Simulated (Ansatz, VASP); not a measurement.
**SiC in VASP and in Ansatz**

```
CELL_PARAMETERS angstrom
3.16630 0.00000 0.00000
-1.58315 2.74210 0.00000
0.00000 0.00000 10.12917
ATOMIC_POSITIONS crystal
Si 0.66667 0.33333 0.93784
Si 0.33333 0.66667 0.43784
Si 0.00000 0.00000 0.68790
Si 0.00000 0.00000 0.18790
C 0.66667 0.33333 0.74981
C 0.33333 0.66667 0.24981
C 0.00000 0.00000 0.50045
C 0.00000 0.00000 0.00045
```

Alike in both runs: task single point; functional PBE; k mesh 12 × 12 × 4; occupations gaussian, width 0.05 eV; no spin polarisation.

```csv
,VASP,Ansatz
version,VASP 6.6.1,Ansatz 0.2.0
potentials or method,"VASP PAW PBE potentials, release 64 (Si, C), cutoff 520 eV","scalar-relativistic, plane waves, PAW"
valence electrons in the cell,32,32
```

```csv
,VASP,Ansatz,Ansatz less VASP
gap on the k mesh at the Fermi level (eV),2.18,2.19,+0.003
least direct gap on the mesh (eV),3.27,3.27,+0.004
pressure (GPa),-8.9,-8.9,+0.01
"traceless stress, the component that is largest in VASP (GPa)",7.49,7.46,-0.032
rms of the force components (eV/Å),0.100,0.100,+0.0002
```

Atom by atom the forces differ by 0.001 eV/Å (rms over components).
